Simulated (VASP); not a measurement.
# ZnO (P6_3mc) in VASP: notebook

The runs below take ZnO through single point, relaxation of shape and atoms at fixed volume, with PBE+D4, PBE, RPBE+D4.

Program: VASP 6.6.1. These are calculated values, not measurements. Logs are shortened: lines on timing, memory, paths and dates and some standing lists are left out, and cuts for length are marked.

## 1. The cell of the first run

It takes space group P6_3mc (No. 186, hexagonal). Conventional cell: a = 3.242 Å, b = 3.242 Å, c = 5.228 Å, α = 90.00°, β = 90.00°, γ = 120.00°. Zn (site symmetry 3m) has 4 O at 1.98 Å within 2.6 Å. Within 2.6 Å of O (site symmetry 3m) lie 4 Zn at 1.98 Å.

## 2. Single point, PBE+D4

INCAR

```
PREC     = Accurate       # precision mode
ENCUT    = 910            # plane-wave cutoff, eV
EDIFF    = 1E-6           # SCF threshold, eV
ISMEAR   = 0              # smearing method
SIGMA    = 0.05           # smearing width, eV
LREAL    = F              # projectors in reciprocal space
LASPH    = T              # aspherical terms in the spheres
NELM     = 120            # most SCF steps
ALGO     = Normal         # electronic algorithm
ISIF     = 2              # what is computed and relaxed
LWAVE    = F              # write WAVECAR
LCHARG   = F              # write CHGCAR
GGA      = PE             # functional
IVDW     = 13             # dispersion correction
NBANDS   = 26             # bands
GGA_COMPAT= F
```

KPOINTS

```
regular mesh
0
Gamma
  8 8 6
```

POSCAR

```
ZnO
1.0
    3.2419811861      0.0000000000      0.0000000000
   -1.6209905930      2.8076380657      0.0000000000
    0.0000000000      0.0000000000      5.2276401393
Zn O
2 2
Direct
    0.3333333333      0.6666666667      0.0014489168
    0.6666666667      0.3333333333      0.5014489168
    0.3333333333      0.6666666667      0.3806510832
    0.6666666667      0.3333333333      0.8806510832
```

Potentials or basis: VASP PAW PBE potentials, release 64 (Zn, O_h).

Command:

```console
> cat potpaw_PBE.64/Zn/POTCAR potpaw_PBE.64/O_h/POTCAR > POTCAR
> mpirun -np 1 vasp_std > vasp.out
```

OUTCAR:

```text
PREC = Accurate
   ENCUT = 910
   EDIFF = 1E-6
   ISMEAR = 0
   LREAL = F
   LASPH = T
   NELM = 120
   ISIF = 2
   GGA = PE
   IVDW = 13

 ion  position               nearest neighbor table
   1  0.333  0.667  0.001-   4 1.98   4 1.98   4 1.98   3 1.98
   2  0.667  0.333  0.501-   3 1.98   3 1.98   3 1.98   4 1.98
   3  0.333  0.667  0.381-   2 1.98   2 1.98   2 1.98   1 1.98
   4  0.667  0.333  0.881-   1 1.98   1 1.98   1 1.98   2 1.98

  LATTYP: Found a hexagonal cell.
 ALAT       =     3.2419811861
 C/A-ratio  =     1.6124831821

  Lattice vectors:

 A1 = (   3.2419811861,   0.0000000000,   0.0000000000)
 A2 = (  -1.6209905930,   2.8076380657,   0.0000000000)
 A3 = (   0.0000000000,   0.0000000000,   5.2276401393)

Analysis of symmetry for initial positions (statically):
=====================================================================
 Subroutine PRICEL returns:
 Original cell was already a primitive cell.

 Routine SETGRP: Setting up the symmetry group for a
 hexagonal supercell.

 Subroutine GETGRP returns: Found 12 space group operations
 (whereof  6 operations were pure point group operations)
 out of a pool of 24 trial point group operations.

The static configuration has the point symmetry C_3v.
 The point group associated with its full space group is C_6v.

Analysis of symmetry for dynamics (positions and initial velocities):
=====================================================================
 Subroutine PRICEL returns:
 Original cell was already a primitive cell.

 Routine SETGRP: Setting up the symmetry group for a
 hexagonal supercell.

 Subroutine GETGRP returns: Found 12 space group operations
 (whereof  6 operations were pure point group operations)
 out of a pool of 24 trial point group operations.

The dynamic configuration has the point symmetry C_3v.
 The point group associated with its full space group is C_6v.

 Subroutine INISYM returns: Found 12 space group operations
 (whereof  6 operations are pure point group operations),
 and found     1 'primitive' translations

----------------------------------------------------------------------------------------

                                     Primitive cell
[... 90 lines left out ...]
   LNONCOLLINEAR =      F non collinear calculations
   LSORBIT =      F    spin-orbit coupling
   LASPH  =      T    aspherical Exc in radial PAW
   ENCUT  =  910.0 eV  66.88 Ry    8.18 a.u.   7.97  7.97 12.86*2*pi/ulx,y,z
   NELM   =    120;   NELMIN=  2; NELMDL= -5     # of ELM steps
   EDIFF  = 0.1E-05   stopping-criterion for ELM
   LREAL  =      F    real-space projection
   EDIFFG = 0.1E-04   stopping-criterion for IOM
   NSW    =      0    number of steps for IOM
   IBRION =     -1    ionic relax: 0-MD 1-quasi-New 2-CG
   NFREE  =      0    steps in history (QN), initial steepest desc. (CG)
   ISIF   =      2    stress and relaxation
   ISYM   =      2    0-nonsym 1-usesym 2-fastsym
   POTIM  = 0.5000    time-step for ionic-motion
   TEBEG  =    0.0;   TEEND  =   0.0 temperature during run
   PSTRESS=    0.0 pullay stress
   NELECT =      36.0000    total number of electrons
   NUPDOWN=      -1.0000    fix difference up-down
   EMIN   =  10.00;   EMAX   =-10.00  energy-range for DOS
   EFERMI =   0.00;   METHOD = LEGACY
   ISMEAR =     0;   SIGMA  =   0.05  broadening in eV -4-tet -1-fermi 0-gaus
   EFERMI_NEDOS =   21; number of points for ismear=-14 and -15
   IALGO  =     38    algorithm
   IMIX   =      4    mixing-type and parameters
     AMIX     =   0.40;   BMIX     =  1.00
     AMIX_MAG =   1.60;   BMIX_MAG =  1.00
  volume/ion in A,a.u.               =      11.90        80.28
  Fermi-wavevector in a.u.,A,eV,Ry     =   1.491729  2.818959 30.276433  2.225255
  Thomas-Fermi vector in A             =   2.604347
   LORBIT       =      0    0 simple, 1 ext, 2 COOP (PROOUT), +10 PAW based schemes
   GGA     = PE    functional components
   LHFCALC =     F    Hartree Fock is set to
   AEXX    =    0.0000 exact exchange contribution
   IVDW    =    13    specifies the selected vdW correction
   LEPSILON=     F    determine dielectric tensor
   LRPA    =     F    only Hartree local field effects (RPA)
 non-spin polarized calculation
 Gauss-broadening in eV      SIGMA  =   0.05
  energy-cutoff  :      910.00
  volume of cell :       47.58
 maximum number of plane-waves:      2986
 NGX is ok and might be reduce to    32
   NGX = 15   NGY = 15   NGZ = 25

 number of electron      36.0000001 magnetization

 Free energy of the ion-electron system (eV)
  ---------------------------------------------------
  ext. energy  EPLUGINS =         0.00000000
  ---------------------------------------------------
  free energy    TOTEN  =       -17.83603316 eV

  energy without entropy =      -17.83603316  energy(sigma->0) =      -17.83603316

 E-fermi :   1.7682     XC(G=0): -10.9165

 val. band max:        1.5322134760   @ k =   0.0000   0.0000   0.0000
 cond. band min:       2.3149603448   @ k =   0.0000   0.0000   0.0000
 fundamental gap:      0.7827468688
 Fermi energy:         1.7682283564

 k-point     1 :       0.0000    0.0000    0.0000
  band No.  band energies     occupation
      1     -16.5649      2.00000
      2     -15.8438      2.00000
      3      -4.1681      2.00000
      4      -4.1681      2.00000
      5      -4.1227      2.00000
      6      -4.1159      2.00000
[... 685 lines left out ...]
     25      15.0309      0.00000
     26      15.4318      0.00000

 [... further k-points ...]

------------------------ aborting loop because EDIFF is reached ----------------------------------------

  DFT-D4 for vdW energy calculation

  Edisp (eV):   -0.95474

  FORCE on cell =-STRESS in cart. coord.  units (eV):
  Direction    XX          YY          ZZ          XY          YZ          ZX
  --------------------------------------------------------------------------------------
  -------------------------------------------------------------------------------------
  Total       0.64814     0.64814     0.69706     0.00000    -0.00000     0.00000
  in kB      21.82348    21.82348    23.47058     0.00000    -0.00000     0.00000
  external pressure =       22.37 kB  Pullay stress =        0.00 kB

 VOLUME and BASIS-vectors are now :
 -----------------------------------------------------------------------------
  energy-cutoff  :      910.00
  volume of cell :       47.58
      direct lattice vectors                 reciprocal lattice vectors
     3.241981186  0.000000000  0.000000000     0.308453363  0.178085632  0.000000000
    -1.620990593  2.807638066  0.000000000     0.000000000  0.356171264  0.000000000
     0.000000000  0.000000000  5.227640139     0.000000000  0.000000000  0.191290902

 POSITION                                       TOTAL-FORCE (eV/Angst)
 -----------------------------------------------------------------------------------
     -0.00000      1.87176      0.00757        -0.000000     -0.000000     -0.000593
      1.62099      0.93588      2.62139         0.000000     -0.000000     -0.000593
     -0.00000      1.87176      1.98991         0.000000      0.000000      0.000593
      1.62099      0.93588      4.60373        -0.000000     -0.000000      0.000593
 -----------------------------------------------------------------------------------
    total drift:                               -0.000000     -0.000000      0.000552

  FREE ENERGIE OF THE ION-ELECTRON SYSTEM (eV)
  ---------------------------------------------------
  free  energy   TOTEN  =       -18.7907688585 eV

  energy  without entropy=      -18.7907688585  energy(sigma->0) =      -18.79076886
```

OSZICAR:

```text
N       E                     dE             d eps       ncg     rms          rms(c)
DAV:   1     0.392968650706E+03    0.39297E+03   -0.25118E+04  2080   0.292E+03
DAV:   2     0.455199039895E+02   -0.34745E+03   -0.32548E+03  2208   0.551E+02
DAV:   3    -0.176936709297E+02   -0.63214E+02   -0.60936E+02  2402   0.190E+02
DAV:   4    -0.210176430972E+02   -0.33240E+01   -0.32947E+01  2348   0.476E+01
DAV:   5    -0.210506088401E+02   -0.32966E-01   -0.32945E-01  2296   0.479E+00    0.149E+01
DAV:   6    -0.176514178503E+02    0.33992E+01   -0.61141E+00  3464   0.607E+01    0.895E+00
DAV:   7    -0.178811053062E+02   -0.22969E+00   -0.30773E+00  2452   0.166E+01    0.548E+00
DAV:   8    -0.178802476451E+02    0.85766E-03   -0.52888E-01  2808   0.699E+00    0.182E+00
DAV:   9    -0.178342318102E+02    0.46016E-01   -0.91589E-02  2950   0.569E+00    0.440E-01
DAV:  10    -0.178358436254E+02   -0.16118E-02   -0.41728E-02  2118   0.168E+00    0.121E-01
DAV:  11    -0.178360675607E+02   -0.22394E-03   -0.18118E-03  2492   0.915E-01    0.484E-02
DAV:  12    -0.178360217674E+02    0.45793E-04   -0.38793E-04  2524   0.601E-01    0.109E-02
DAV:  13    -0.178360383660E+02   -0.16599E-04   -0.53373E-05  2170   0.602E-02    0.228E-02
DAV:  14    -0.178360331539E+02    0.52121E-05   -0.13631E-05  2412   0.371E-02    0.348E-03
DAV:  15    -0.178360331645E+02   -0.10641E-07   -0.10895E-06  1656   0.808E-03
   1 F= -.18790769E+02 E0= -.18790769E+02  d E =-.309334E-13
```

stdout:

```text
POSCAR found type information on POSCAR ZnO
 POSCAR found :  2 types and       4 ions
 scaLAPACK will be used
 LDA part: xc-table for (Slater+PW92), standard interpolation
 POSCAR, INCAR and KPOINTS ok, starting setup
 FFT: planning ... GRIDC
 FFT: planning ... GRID_SOFT
 FFT: planning ... GRID
 WAVECAR not read
 entering main loop
```

It took 68 s on 1 thread of Intel Xeon Platinum 8488C (Sapphire Rapids), shared host; peak memory 0.28 GiB.

Results:

| Property | Result |
| --- | --- |
| Free energy | -18.7908 eV |
| Pressure | 2.2 GPa |
| Band gap on the k mesh | 0.78 eV |
| Dispersion energy per atom | -0.239 eV |

Caveat: the cutoff is under 1.25 times the usual one of these potentials, so pressure, stress and relaxed cells hold a basis-set (Pulay) error. PBE gaps usually lie below the measured ones, often by a third to a half.

## 3. Single point, PBE

INCAR

```
PREC     = Accurate       # precision mode
ENCUT    = 910            # plane-wave cutoff, eV
EDIFF    = 1E-6           # SCF threshold, eV
ISMEAR   = 0              # smearing method
SIGMA    = 0.05           # smearing width, eV
LREAL    = False          # projectors in reciprocal space
LASPH    = True           # aspherical terms in the spheres
NELM     = 120            # most SCF steps
ALGO     = Normal         # electronic algorithm
ISIF     = 2              # what is computed and relaxed
LWAVE    = False          # write WAVECAR
LCHARG   = False          # write CHGCAR
GGA      = PE             # functional
NBANDS   = 26             # bands
GGA_COMPAT= False
```

KPOINTS

```
Automatic mesh
0
Gamma
  8 8 6
```

POSCAR is that of step 2.

Potentials or basis: VASP PAW PBE potentials, release 64 (Zn, O_h).

Command:

```console
> cat potpaw_PBE.64/Zn/POTCAR potpaw_PBE.64/O_h/POTCAR > POTCAR
> mpirun -np 1 vasp_std > vasp.out
```

Run time: 2.1 min. Hardware: 1 thread of Intel Xeon Platinum 8259CL at 2.50GHz (Skylake/Cascade Lake), shared host; peak memory 0.28 GiB.

The run converged. Its results:

```
Free energy            : -17.8360 eV
Pressure               : 5.7 GPa
Band gap on the k mesh : 0.78 eV
```

Forces on the atoms (eV/Å):
```
Zn   0.000  0.000 -0.002
Zn   0.000  0.000 -0.002
O    0.000  0.000  0.002
O    0.000  0.000  0.002
```

Stress tensor (GPa, compression positive):
```
5.66 0.00 0.00
0.00 5.66 0.00
0.00 0.00 5.77
```

Levels at points of the mesh, in eV from the valence-band top:
```tsv
k point	band 14	band 15	band 16	band 17	band 18	band 19	band 20	band 21	band 22	band 23
(0.00, 0.00, 0.00)	-0.79	-0.79	-0.09	0.00	0.00	0.78	5.23	8.20	12.91	12.91
(0.50, 0.00, 0.00)	-3.55	-2.83	-2.26	-1.29	-0.84	5.78	6.87	7.58	8.51	10.58
(0.00, 0.00, 0.50)	-2.25	-0.39	-0.39	-0.39	-0.39	3.45	3.45	10.07	10.07	13.20
(0.50, 0.00, 0.50)	-3.76	-1.51	-1.51	-1.38	-1.38	5.71	5.71	8.43	8.43	11.30
```

Caveat: the cutoff is under 1.25 times the usual one of these potentials, so pressure, stress and relaxed cells hold a basis-set (Pulay) error; the cell stands under pressure. PBE gaps usually lie below the measured ones, often by a third to a half.

## 4. Relaxation of shape and atoms at fixed volume, RPBE+D4 (12.55 Å³/atom)

This run uses another cell than the first one, of 12.55 Å³/atom.

INCAR

```
ALGO     = Normal         # electronic algorithm
EDIFF    = 1E-7           # SCF threshold, eV
EDIFFG   = -0.01          # ionic threshold
ENCUT    = 600            # plane-wave cutoff, eV
GGA      = RP             # functional
IBRION   = 2              # ionic algorithm
ISIF     = 4              # what is computed and relaxed
ISMEAR   = 0              # smearing method
IVDW     = 13             # dispersion correction
LASPH    = True           # aspherical terms in the spheres
LCHARG   = False          # write CHGCAR
LREAL    = False          # projectors in reciprocal space
LWAVE    = False          # write WAVECAR
NELM     = 80             # most SCF steps
NSW      = 60             # ionic steps
PREC     = Accurate       # precision mode
SIGMA    = 0.05           # smearing width, eV
```

KPOINTS

```
k-points
0
Gamma
  8 8 6
```

POSCAR

```
ZnO
1.0
    3.3000232183      0.0000000000      0.0000000000
   -1.6500116092      2.8579039401      0.0000000000
    0.0000000000      0.0000000000      5.3212319402
Zn O
2 2
Direct
    0.3333333333      0.6666666667      0.0014489168
    0.6666666667      0.3333333333      0.5014489168
    0.3333333333      0.6666666667      0.3806510832
    0.6666666667      0.3333333333      0.8806510832
```

Potentials or basis: VASP PAW PBE potentials, release 64 (Zn, O).

Command:

```console
> cat potpaw_PBE.64/Zn/POTCAR potpaw_PBE.64/O/POTCAR > POTCAR
> mpirun -np 1 vasp_std > vasp.out
```

Run time: 56 s. Hardware: 1 thread of Intel Xeon Platinum 8488C (Sapphire Rapids), shared host; peak memory 0.21 GiB.

It converged, with:

```yaml
Free_energy: -18.2891 eV
Pressure_after_relaxing: -4.0 GPa
Largest_force_after_relaxing: 0.006 eV/Å
Band_gap_on_the_k_mesh: 0.80 eV
Dispersion_energy_per_atom: -0.480 eV
```

Forces on the atoms (eV/Å):
```
Zn   0.000  0.000 -0.006
Zn   0.000  0.000 -0.006
O    0.000  0.000  0.006
O    0.000  0.000  0.006
```

Final structure:
```yaml
crystal:
  lattice:
    - [3.30002, 0.00000, 0.00000]
    - [-1.65001, 2.85790, 0.00000]
    - [0.00000, 0.00000, 5.32123]
  atoms:
    - { symbol: Zn, position: [0.33333, 0.66667, 0.00145] }
    - { symbol: Zn, position: [0.66667, 0.33333, 0.50145] }
    - { symbol: O, position: [0.33333, 0.66667, 0.38065] }
    - { symbol: O, position: [0.66667, 0.33333, 0.88065] }
```

Levels at points of the mesh, in eV from the valence-band top:
```csv
k point,band 14,band 15,band 16,band 17,band 18,band 19,band 20,band 21,band 22
"(0.00, 0.00, 0.00)",-0.73,-0.73,-0.07,0.00,0.00,0.80,5.13,8.14,12.73
"(0.50, 0.00, 0.00)",-3.36,-2.65,-2.08,-1.19,-0.77,5.63,6.93,7.63,8.23
"(0.00, 0.00, 0.50)",-2.19,-0.36,-0.36,-0.36,-0.36,3.41,3.41,9.97,9.97
"(0.50, 0.00, 0.50)",-3.63,-1.39,-1.39,-1.28,-1.28,5.72,5.72,8.23,8.23
```

Caveat: the relaxation stopped at its first step, so nothing moved; the PAW data sets were made with another functional, which shifts forces and pressure a little.

## 5. The runs side by side

| task | level | potentials or basis | cell | cutoff (eV) | gap on the mesh (eV) | pressure (GPa) |
| --- | --- | --- | --- | --- | --- | --- |
| single point | PBE+D4 | VASP PAW PBE potentials, release 64 (Zn, O_h) | a = 3.242, b = 3.242, c = 5.228 Å, angles 90.0, 90.0, 120.0°, 4 atoms | 910 | 0.78 | 2.2 |
| single point | PBE | VASP PAW PBE potentials, release 64 (Zn, O_h) | a = 3.242, b = 3.242, c = 5.228 Å, angles 90.0, 90.0, 120.0°, 4 atoms | 910 | 0.78 | 5.7 |
| relaxation of shape and atoms at fixed volume | RPBE+D4 | VASP PAW PBE potentials, release 64 (Zn, O) | relaxed from a = 3.300, b = 3.300, c = 5.321 Å, angles 90.0, 90.0, 120.0°, 4 atoms | 600 | 0.80 | -4.0 |

Alike in all rows: no spin polarisation; k mesh 8 × 8 × 6; smearing gaussian 0.05 eV.

Caveats: the cutoff is under 1.25 times the usual one of these potentials, so pressure, stress and relaxed cells hold a basis-set (Pulay) error (at least some runs); the cell stands under pressure (at least some runs); the relaxation stopped at its first step, so nothing moved (at least some runs); the PAW data sets were made with another functional, which shifts forces and pressure a little (at least some runs).

Absolute energies hang on the potentials; compare differences alone.
